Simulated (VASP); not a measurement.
# AlGa2P3 (I-4m2) in VASP: further runs

Runs on AlGa2P3. Level: PBE. Tasks: single point.

All numbers are computed with VASP 6.6.1; they aren't measurements. Logs are shortened: lines on timing, memory, paths and dates and some standing lists are left out, and cuts for length are marked.

### Step 1. The cell of the first run

It takes space group I-4m2 (No. 119, tetragonal). The conventional cell has a = 3.895 Å, b = 3.895 Å, c = 16.515 Å, α = 90.00°, β = 90.00°, γ = 90.00°. Within 3.1 Å of Al (site symmetry -4m2) lie 4 P at 2.38 Å. Within 3.1 Å of Ga (site symmetry 2mm) lie 4 P at 2.38 to 2.39 Å. P (site symmetry 2mm) has 2 Al at 2.38 Å and 2 Ga at 2.39 Å within 3.1 Å. P (site symmetry -4m2) has 4 Ga at 2.38 Å within 3.1 Å.

### Step 2. Single point, PBE

The input, INCAR:

```
ALGO = Normal
EDIFF = 1E-6
ENCUT = 520
GGA = PE
ISIF = 2
ISMEAR = 0
LASPH = True
LCHARG = False
LREAL = False
LWAVE = False
NBANDS = 31
NELM = 60
PREC = Accurate
SIGMA = 0.02
```

The input, KPOINTS:

```
k-points
0
Gamma
  10 10 10
```

The input, POSCAR:

```
AlGa2P3
1.0
   -1.9473321120      1.9473321120      8.2576619480
    1.9473321120     -1.9473321120      8.2576619480
    1.9473321120      1.9473321120     -8.2576619480
Al Ga P
1 2 3
Direct
    0.5000000000      0.5000000000      0.0000000000
    0.8333252402      0.8333252402      0.0000000000
    0.1666747598      0.1666747598      0.0000000000
    0.4170358245      0.9170358245      0.5000000000
    0.0829641755      0.5829641755      0.5000000000
    0.7500000000      0.2500000000      0.5000000000
```

Potentials or basis: VASP PAW PBE potentials, release 64 (Al, Ga_d, P).

The run is started by

```sh
cat potpaw_PBE.64/Al/POTCAR potpaw_PBE.64/Ga_d/POTCAR potpaw_PBE.64/P/POTCAR > POTCAR
mpirun -np 1 vasp_std > vasp.out
```

OUTCAR:

```text
EDIFF = 1E-6
   ENCUT = 520
   GGA = PE
   ISIF = 2
   ISMEAR = 0
   LASPH = True
   LREAL = False
   NELM = 60
   PREC = Accurate

 ion  position               nearest neighbor table
   1  0.500  0.500  0.000-   5 2.38   4 2.38   5 2.38   4 2.38
   2  0.833  0.833  0.000-   6 2.38   6 2.38   4 2.39   4 2.39
   3  0.167  0.167  0.000-   6 2.38   6 2.38   5 2.39   5 2.39
   4  0.417  0.917  0.500-   1 2.38   1 2.38   2 2.39   2 2.39
   5  0.083  0.583  0.500-   1 2.38   1 2.38   3 2.39   3 2.39
   6  0.750  0.250  0.500-   2 2.38   3 2.38   2 2.38   3 2.38

  LATTYP: Found a body centered tetragonal cell.
 ALAT       =     3.8946642240
 C/A-ratio  =     4.2405000653

  Lattice vectors:

 A1 = (  -1.9473321120,   1.9473321120,   8.2576619480)
 A2 = (   1.9473321120,  -1.9473321120,   8.2576619480)
 A3 = (   1.9473321120,   1.9473321120,  -8.2576619480)

Analysis of symmetry for initial positions (statically):
=====================================================================
 Subroutine PRICEL returns:
 Original cell was already a primitive cell.

 Routine SETGRP: Setting up the symmetry group for a
 body centered tetragonal supercell.

 Subroutine GETGRP returns: Found  8 space group operations
 (whereof  8 operations were pure point group operations)
 out of a pool of 16 trial point group operations.

The static configuration has the point symmetry D_2d.

Analysis of symmetry for dynamics (positions and initial velocities):
=====================================================================
 Subroutine PRICEL returns:
 Original cell was already a primitive cell.

 Routine SETGRP: Setting up the symmetry group for a
 body centered tetragonal supercell.

 Subroutine GETGRP returns: Found  8 space group operations
 (whereof  8 operations were pure point group operations)
 out of a pool of 16 trial point group operations.

The dynamic configuration has the point symmetry D_2d.

 Subroutine INISYM returns: Found  8 space group operations
 (whereof  8 operations are pure point group operations),
 and found     1 'primitive' translations

----------------------------------------------------------------------------------------

                                     Primitive cell

  volume of cell :     125.2556

  direct lattice vectors                    reciprocal lattice vectors
    -1.947332112  1.947332112  8.257661948     0.000000000  0.256761544  0.060549827
     1.947332112 -1.947332112  8.257661948     0.256761544  0.000000000  0.060549827
     1.947332112  1.947332112 -8.257661948     0.256761544  0.256761544  0.000000000

  length of vectors
     8.704779466  8.704779466  8.704779466     0.263804420  0.263804420  0.363115658

  position of ions in fractional coordinates (direct lattice)
     0.500000000  0.500000000  0.000000000
     0.833325240  0.833325240  0.000000000
     0.166674760  0.166674760  0.000000000
     0.417035824  0.917035824  0.500000000
     0.082964176  0.582964176  0.500000000
     0.750000000  0.250000000  0.500000000

  ion indices of the primitive-cell ions
   primitive index   ion index
                 1           1
                 2           2
                 3           3
                 4           4
                 5           5
                 6           6

----------------------------------------------------------------------------------------

 KPOINTS: k-points

Automatic generation of k-mesh.
 Grid dimensions read from file:
 generate k-points for:   10   10   10

 Generating k-lattice:

  Cartesian coordinates                     Fractional coordinates (reciprocal lattice)
     0.000000000  0.025676154  0.006054983     0.100000000  0.000000000 -0.000000000
     0.025676154  0.000000000  0.006054983     0.000000000  0.100000000 -0.000000000
     0.025676154  0.025676154  0.000000000     0.000000000  0.000000000  0.100000000

  Length of vectors
     0.026380442  0.026380442  0.036311566

  Shift w.r.t. Gamma in fractional coordinates (k-lattice)
     0.000000000  0.000000000  0.000000000

 Subroutine IBZKPT returns following result:
 ===========================================

 Found    102 irreducible k-points:

 Following reciprocal coordinates:
            Coordinates               Weight
  0.000000  0.000000  0.000000      1.000000
  0.100000  0.000000  0.000000      8.000000
  0.200000  0.000000  0.000000      8.000000
  0.300000  0.000000 -0.000000      8.000000
  0.400000 -0.000000  0.000000      8.000000
  0.500000  0.000000  0.000000      4.000000
[... 16 lines left out ...]
  0.300000  0.300000  0.000000      8.000000
  0.400000  0.300000  0.000000     16.000000
 [... further k-points ...]
   k-points           NKPTS =    102   k-points in BZ     NKDIM =    102   number of bands    NBANDS=     31
   number of dos      NEDOS =    301   number of ions     NIONS =      6
   total plane-waves  NPLWV = 343000
   dimension x,y,z NGX =    70 NGY =   70 NGZ =   70
   dimension x,y,z NGXF=   140 NGYF=  140 NGZF=  140
   ions per type =               1   2   3
   NGX,Y,Z   is equivalent  to a cutoff of  13.37, 13.37, 13.37 a.u.
   NGXF,Y,Z  is equivalent  to a cutoff of  26.74, 26.74, 26.74 a.u.
 SYSTEM =  unknown system
   PREC   = accura    normal or accurate (medium, high low for compatibility)
   ISTART =      0    job   : 0-new  1-cont  2-samecut
   ICHARG =      2    charge: 1-file 2-atom 10-const
   ISPIN  =      1    spin polarized calculation?
   LNONCOLLINEAR =      F non collinear calculations
   LSORBIT =      F    spin-orbit coupling
   LASPH  =      T    aspherical Exc in radial PAW
   ENCUT  =  520.0 eV  38.22 Ry    6.18 a.u.  16.19 16.19 16.19*2*pi/ulx,y,z
   NELM   =     60;   NELMIN=  2; NELMDL= -5     # of ELM steps
   EDIFF  = 0.1E-05   stopping-criterion for ELM
   LREAL  =      F    real-space projection
   EDIFFG = 0.1E-04   stopping-criterion for IOM
   NSW    =      0    number of steps for IOM
   IBRION =     -1    ionic relax: 0-MD 1-quasi-New 2-CG
   NFREE  =      0    steps in history (QN), initial steepest desc. (CG)
   ISIF   =      2    stress and relaxation
   ISYM   =      2    0-nonsym 1-usesym 2-fastsym
   POTIM  = 0.5000    time-step for ionic-motion
   TEBEG  =    0.0;   TEEND  =   0.0 temperature during run
   PSTRESS=    0.0 pullay stress
   NELECT =      44.0000    total number of electrons
   NUPDOWN=      -1.0000    fix difference up-down
   EMIN   =  10.00;   EMAX   =-10.00  energy-range for DOS
   EFERMI =   0.00;   METHOD = LEGACY
   ISMEAR =     0;   SIGMA  =   0.02  broadening in eV -4-tet -1-fermi 0-gaus
   EFERMI_NEDOS =   21; number of points for ismear=-14 and -15
   IALGO  =     38    algorithm
   IMIX   =      4    mixing-type and parameters
     AMIX     =   0.40;   BMIX     =  1.00
     AMIX_MAG =   1.60;   BMIX_MAG =  1.00
  volume/ion in A,a.u.               =      20.88       140.88
  Fermi-wavevector in a.u.,A,eV,Ry     =   1.155119  2.182858 18.154248  1.334300
  Thomas-Fermi vector in A             =   2.291750
   LORBIT       =      0    0 simple, 1 ext, 2 COOP (PROOUT), +10 PAW based schemes
   GGA     = PE    functional components
   LHFCALC =     F    Hartree Fock is set to
   AEXX    =    0.0000 exact exchange contribution
   IVDW    =     0    specifies the selected vdW correction
   LEPSILON=     F    determine dielectric tensor
   LRPA    =     F    only Hartree local field effects (RPA)
 non-spin polarized calculation
 Gauss-broadening in eV      SIGMA  =   0.02
  energy-cutoff  :      520.00
  volume of cell :      125.26
 maximum number of plane-waves:      3410
 NGX is ok and might be reduce to    70
   NGX = 33   NGY = 33   NGZ = 33

 number of electron      44.0000000 magnetization

 Free energy of the ion-electron system (eV)
  ---------------------------------------------------
  ext. energy  EPLUGINS =         0.00000000
  ---------------------------------------------------
  free energy    TOTEN  =       -28.62068381 eV

  energy without entropy =      -28.62068381  energy(sigma->0) =      -28.62068381

 E-fermi :   4.4267     XC(G=0):  -9.4991

 val. band max:        4.3420431212   @ k =   0.0000   0.0000   0.0000
 cond. band min:       6.0157535781   @ k =   0.5000   0.5000   0.0000
 fundamental gap:      1.6737104568
 Fermi energy:         4.4267487724

 k-point     1 :       0.0000    0.0000    0.0000
  band No.  band energies     occupation
      1     -10.1061      2.00000
      2     -10.0512      2.00000
      3     -10.0102      2.00000
      4     -10.0102      2.00000
      5      -9.9811      2.00000
      6      -9.9811      2.00000
[... 23 lines left out ...]
     30       8.4449      0.00000
     31      12.3310      0.00000

 k-point     2 :       0.1000    0.0000    0.0000
  band No.  band energies     occupation
      1     -10.1039      2.00000
      2     -10.0493      2.00000
      3     -10.0144      2.00000
      4     -10.0095      2.00000
      5      -9.9842      2.00000
      6      -9.9819      2.00000
[... 23 lines left out ...]
     30       8.7621      0.00000
     31      11.3564      0.00000

 k-point     3 :       0.2000    0.0000    0.0000
  band No.  band energies     occupation
      1     -10.0987      2.00000
      2     -10.0461      2.00000
      3     -10.0241      2.00000
      4     -10.0074      2.00000
      5      -9.9910      2.00000
      6      -9.9841      2.00000
[... 23 lines left out ...]
     30       9.6235      0.00000
     31      10.2990      0.00000

 k-point     4 :       0.3000    0.0000   -0.0000
  band No.  band energies     occupation
      1     -10.0944      2.00000
      2     -10.0483      2.00000
      3     -10.0306      2.00000
      4     -10.0043      2.00000
      5      -9.9967      2.00000
      6      -9.9876      2.00000
[... 635 lines left out ...]
     30       9.5451      0.00000
     31      10.3365      0.00000

 k-point    23 :       0.3000    0.3000    0.0000
  band No.  band energies     occupation
      1     -10.1022      2.00000
      2     -10.0484      2.00000
      3     -10.0386      2.00000
      4      -9.9888      2.00000
      5      -9.9881      2.00000
      6      -9.9829      2.00000
[... 23 lines left out ...]
     30      10.4399      0.00000
     31      11.0497      0.00000

 k-point    24 :       0.4000    0.3000    0.0000
  band No.  band energies     occupation
      1     -10.1079      2.00000
      2     -10.0542      2.00000
      3     -10.0375      2.00000
      4      -9.9846      2.00000
      5      -9.9824      2.00000
      6      -9.9797      2.00000
[... 23 lines left out ...]
     30      10.7438      0.00000
     31      11.4850      0.00000

 [... further k-points ...]
[... 5 lines left out ...]
  --------------------------------------------------------------------------------------
  -------------------------------------------------------------------------------------
  Total       -0.0197558     -0.0197558     -0.0382007      0.0000000     -0.0000000     -0.0000000
  in kB       -0.2527014     -0.2527014     -0.4886355      0.0000000     -0.0000000     -0.0000000
  external PRESSURE =      -0.3313461 kB  Pullay stress =       0.0000000 kB

 VOLUME and BASIS-vectors are now :
 -----------------------------------------------------------------------------
  energy-cutoff  :      520.00
  volume of cell :      125.26
      direct lattice vectors                 reciprocal lattice vectors
    -1.947332112  1.947332112  8.257661948     0.000000000  0.256761544  0.060549827
     1.947332112 -1.947332112  8.257661948     0.256761544  0.000000000  0.060549827
     1.947332112  1.947332112 -8.257661948     0.256761544  0.256761544  0.000000000

 POSITION                                       TOTAL-FORCE (eV/Angst)
 -----------------------------------------------------------------------------------
      0.00000      0.00000      8.25766         0.000000      0.000000     -0.000000
      0.00000      0.00000     13.76264         0.000000      0.000000     -0.000254
      0.00000      0.00000      2.75269         0.000000      0.000000      0.000254
      1.94733      0.00000      6.88748        -0.000000     -0.000000      0.005045
      1.94733      0.00000      1.37018         0.000000      0.000000     -0.005045
     -0.00000      1.94733      4.12883         0.000000      0.000000     -0.000000
 -----------------------------------------------------------------------------------
    total drift:                                0.000001     -0.000001     -0.000000

  FREE ENERGIE OF THE ION-ELECTRON SYSTEM (eV)
  ---------------------------------------------------
  free  energy   TOTEN  =       -28.6206838057 eV

  energy  without entropy=      -28.6206838057  energy(sigma->0) =      -28.62068381
```

Wall time 16 min (1 thread of Intel Xeon 6975P-C (Granite Rapids), shared host); peak memory 0.89 GiB.

What came out:

- Free energy: -28.6207 eV
- Pressure: 0.0 GPa
- Largest force: 0.005 eV/Å
- Band gap on the k mesh: 1.67 eV, indirect (least direct gap 1.78 eV)

Forces in eV/Å, atoms in the order of the input:
```
Al   0.000  0.000  0.000
Ga   0.000  0.000  0.000
Ga   0.000  0.000  0.000
P    0.000  0.000  0.005
P    0.000  0.000 -0.005
P    0.000  0.000  0.000
```

Levels at points of the mesh, in eV from the valence-band top:
```csv
k point,band 18,band 19,band 20,band 21,band 22,band 23,band 24,band 25,band 26,band 27
"(0.00, 0.00, 0.00)",-1.93,-1.93,-0.03,0.00,0.00,1.78,1.82,2.34,2.98,3.10
"(0.50, 0.00, 0.00)",-2.46,-1.07,-1.00,-0.96,-0.94,1.88,3.03,3.36,4.70,4.72
"(0.50, 0.50, 0.00)",-3.05,-2.96,-2.93,-2.40,-2.40,1.67,1.98,3.28,3.60,3.76
"(0.50, 0.50, 0.50)",-1.82,-0.98,-0.98,-0.77,-0.77,1.68,2.00,2.88,3.17,3.87
```

### Step 3. Single point, PBE (volume scaled by 1.03, then relaxed in part)

The input, INCAR:

```
SYSTEM = AlGa2P3
PREC     = Accurate       ! precision mode
ENCUT    = 520            ! plane-wave cutoff, eV
EDIFF    = 1E-6           ! SCF threshold, eV
ISMEAR   = 0              ! smearing method
SIGMA    = 0.02           ! smearing width, eV
LREAL    = .False.        ! projectors in reciprocal space
LASPH    = .True.         ! aspherical terms in the spheres
NELM     = 100            ! most SCF steps
ALGO     = Normal         ! electronic algorithm
ISIF     = 2              ! what is computed and relaxed
LWAVE    = .False.        ! write WAVECAR
LCHARG   = .True.         ! write CHGCAR
GGA      = PE             ! functional
LELF     = .True.         ! ELF
LVHAR    = .True.       
NBANDS   = 31             ! bands
```

The input, KPOINTS:

```
regular mesh
0
Gamma
  10 10 10
  0 0 0
```

The input, POSCAR:

```
AlGa2P3
1.0
   -1.9668286604      1.9668286604      8.3376050573
    1.9668286604     -1.9668286604      8.3376050573
    1.9668286604      1.9668286604     -8.3376050573
Al Ga P
1 2 3
Direct
    0.5000000000      0.5000000000      0.0000000000
    0.8333602714      0.8333602714      0.0000000000
    0.1666397286      0.1666397286      0.0000000000
    0.4171096662      0.9171096662      0.5000000000
    0.0828903338      0.5828903338      0.5000000000
    0.7500000000      0.2500000000      0.5000000000
```

Potentials or basis: VASP PAW PBE potentials, release 64 (Al, Ga_d, P).

The run is started by

```sh
cat potpaw_PBE.64/Al/POTCAR potpaw_PBE.64/Ga_d/POTCAR potpaw_PBE.64/P/POTCAR > POTCAR
mpirun -np 1 vasp_std > vasp.out
```

It took 16 min on 1 thread of Intel Xeon 6975P-C (Granite Rapids), shared host; peak memory 0.89 GiB.

It converged, with:

```
Free energy            : -28.5943 eV
Pressure               : -2.2 GPa
Largest force          : 0.008 eV/Å
Band gap on the k mesh : 1.64 eV, direct
```

Forces on the atoms (eV/Å):
```
Al   0.000  0.000  0.000
Ga   0.000  0.000 -0.002
Ga   0.000  0.000  0.002
P    0.000  0.000  0.008
P    0.000  0.000 -0.008
P    0.000  0.000  0.000
```

Levels at points of the mesh, in eV from the valence-band top:
```csv
k point,band 18,band 19,band 20,band 21,band 22,band 23,band 24,band 25,band 26,band 27
"(0.00, 0.00, 0.00)",-1.86,-1.86,-0.02,0.00,0.00,1.64,1.85,2.29,2.98,3.08
"(0.50, 0.00, 0.00)",-2.38,-1.04,-0.96,-0.93,-0.91,1.78,2.94,3.29,4.68,4.72
"(0.50, 0.50, 0.00)",-2.94,-2.85,-2.81,-2.31,-2.31,1.73,2.00,3.30,3.60,3.71
"(0.50, 0.50, 0.50)",-1.83,-0.94,-0.94,-0.75,-0.75,1.73,2.02,2.83,3.17,3.73
```

 A k mesh can miss the band edges.
